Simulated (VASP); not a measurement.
Mo, 1 atom in the cell. It takes space group Im-3m (No. 229, cubic). Conventional cell: a = 3.163 Å, b = 3.163 Å, c = 3.163 Å, α = 90.00°, β = 90.00°, γ = 90.00°. Within 3.6 Å of Mo (site symmetry m-3m) lie 14 Mo at 2.74 to 3.16 Å. 

| Quantity | Value |
| --- | --- |
| Program | VASP 6.6.1 |
| Task | single point |
| Functional | PBE |
| Potentials or basis | VASP PAW PBE potentials, release 64 (Mo_sv) |
| Cutoff | 500 eV |
| k mesh | 7 × 7 × 7 |
| Occupations | fermi-dirac, width 0.1 eV |
| Spin | no spin polarisation |
| Dipole correction | no |
| Further INCAR settings | ALGO = Normal; EDIFF = 1e-06; NBANDS = 13 |

Potentials or basis: VASP PAW PBE potentials, release 64 (Mo_sv).

The run is started by

```sh
$ cat potpaw_PBE.64/Mo_sv/POTCAR > POTCAR
$ mpirun -np 1 vasp_std > vasp.out
```

Hardware: 1 thread of Intel Xeon 8259CL (shared host).

Question: Estimate the wall time of this run.

Answer: Run time: 6.5 s on 1 thread of Intel Xeon 8259CL (shared host), peak memory 0.12 GiB. Counts: scf iterations 11, k points 20.
